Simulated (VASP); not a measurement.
Input of a VASP 6.6.1 run:

POSCAR

```
SnO
1.0
    3.1019089669      0.0000000000      0.0000000000
    0.0000000000      3.1019089669      0.0000000000
    0.0000000000      0.0000000000      3.1019089669
Sn O
1 1
Direct
    0.5000000000      0.5000000000      0.5000000000
    0.0000000000      0.0000000000      0.0000000000
```

File INCAR.step1:

```
SYSTEM = SnO
ALGO     = Normal         ! electronic algorithm
EDIFF    = 1E-4           ! SCF threshold, eV
ENCUT    = 520            ! plane-wave cutoff, eV
GGA      = PE             ! functional
ISMEAR   = 0              ! smearing method
LASPH    = .True.         ! aspherical terms in the spheres
LCHARG   = .False.        ! write CHGCAR
LREAL    = .False.        ! projectors in reciprocal space
LWAVE    = .True.         ! write WAVECAR
NBANDS   = 17             ! bands
NELM     = 80             ! most SCF steps
PREC     = Accurate       ! precision mode
SIGMA    = 0.1            ! smearing width, eV
```

File INCAR.step2:

```
SYSTEM = SnO
ALGO     = Normal         ! electronic algorithm
EDIFF    = 1E-7           ! SCF threshold, eV
ENCUT    = 520            ! plane-wave cutoff, eV
ISIF     = 2              ! what is computed and relaxed
ISMEAR   = 0              ! smearing method
ISTART   = 1            
LASPH    = .True.         ! aspherical terms in the spheres
LCHARG   = .True.         ! write CHGCAR
LELF     = .True.         ! ELF
LMIXTAU  = .True.       
LREAL    = .False.        ! projectors in reciprocal space
LVHAR    = .True.       
LWAVE    = .False.        ! write WAVECAR
METAGGA  = R2SCAN         ! meta-GGA
NBANDS   = 17             ! bands
NELM     = 80             ! most SCF steps
PREC     = Accurate       ! precision mode
SIGMA    = 0.1            ! smearing width, eV
```

Contents of KPOINTS:

```
k-points
0
Gamma
  18 18 18
  0 0 0
```

Potentials or basis: VASP PAW PBE potentials, release 64 (Sn_d, O).

The run is started by

```sh
$ cat potpaw_PBE.64/Sn_d/POTCAR potpaw_PBE.64/O/POTCAR > POTCAR
$ cp INCAR.step1 INCAR
$ mpirun -np 1 vasp_std > vasp.out
$ cp INCAR.step2 INCAR
$ mpirun -np 1 vasp_std > vasp.out
```

(1) Estimate the pressure.

(2) What does it give for the band gap on the k mesh?

Results:

(1) 0.2 GPa.

(2) zero (bands 10 and 11 overlap by 0.03 eV).

Caveat: semilocal functionals underestimate gaps, so a narrow gap can read as zero; the PAW data sets were made with another functional, which shifts forces and pressure a little; spin-orbit coupling is left out, which moves the levels of the heavy elements.
